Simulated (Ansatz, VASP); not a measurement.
# Two plane-wave programs on In3SbAs2

File INCAR:

```
ALGO = Normal ; EDIFF = 1E-6
EDIFFG = -0.04 ; ENCUT = 600
GGA = PE ; IBRION = 2
ISIF = 3 ; ISMEAR = 0
LASPH = T ; LCHARG = F
LREAL = F ; LWAVE = F
NELM = 60 ; NSW = 90
PREC = Accurate ; SIGMA = 0.1
```

KPOINTS

```
k-points
0
Gamma
  6 6 2
```

File POSCAR:

```
In3SbAs2
1.0
    4.1748599700      0.0000000000      0.0000000000
   -2.0874299800      3.6155347900      0.0000000000
    0.0000000000      0.0000000000     10.2262766700
In Sb As
3 1 2
Direct
    0.0000000000      0.0000000000      0.0000000000
    0.3333333300      0.6666666700      0.6666666700
    0.6666666700      0.3333333300      0.3333333300
    0.3333333300      0.6666666700      0.4166666700
    0.0000000000      0.0000000000      0.7500000000
    0.6666666700      0.3333333300      0.0833333300
```

Input for Ansatz:

```yaml
crystal:
  lattice:
    - [4.17485997, 0.0, 0.0]
    - [-2.08742998, 3.61553479, 0.0]
    - [0.0, 0.0, 10.22627667]
  atoms:
    - { symbol: In, position: [0.0, 0.0, 0.0] }
    - { symbol: In, position: [0.33333333, 0.66666667, 0.66666667] }
    - { symbol: In, position: [0.66666667, 0.33333333, 0.33333333] }
    - { symbol: Sb, position: [0.33333333, 0.66666667, 0.41666667] }
    - { symbol: As, position: [0.0, 0.0, 0.75] }
    - { symbol: As, position: [0.66666667, 0.33333333, 0.08333333] }
basis:
  ecutwfc: 420
kpoints:
  mp_grid: { grid: [6, 6, 2] }
hamiltonian:
  xc: pbe
scf:
  occupations: { method: gaussian, width: 0.1 }
  lower_state_search: "off"
output:
  forces: true
  stress: true
  eigenvalues: true
relax:
  adjacent_minimum: "off"
  f_tol: 0.04
  max_steps: 70
  cell: { stress_tol: 0.4 }
```

Alike in both runs: task relaxation of cell and atoms; functional PBE; k mesh 6 × 6 × 2; occupations gaussian, width 0.1 eV; no spin polarisation.

|  | VASP | Ansatz |
| --- | --- | --- |
| version | VASP 6.6.1 | Ansatz 0.2.0 |
| potentials or method | VASP PAW PBE potentials, release 64 (In_d, Sb, As), cutoff 600 eV | scalar-relativistic, plane waves, PAW |
| valence electrons in the cell | 54 | 84 |

```tsv
	VASP	Ansatz	Ansatz less VASP
gap on the k mesh at the Fermi level, each at its own relaxed structure (eV)	none	none	-
relaxed volume (Å³/atom)	31.90	31.77	-0.129
relaxed cell length with the largest relative difference (Å)	10.986	10.947	-0.0386
```

A gap of «none» marks a metal or a gap that the smearing closes. VASP's potentials hold 54 valence electrons a cell and Ansatz's 84, so a difference there can come from the potentials and not from the codes.

Spin-orbit coupling is off throughout. Noted on VASP's run: the volume moved by over 15 % at a fixed basis, so the end points are rough.
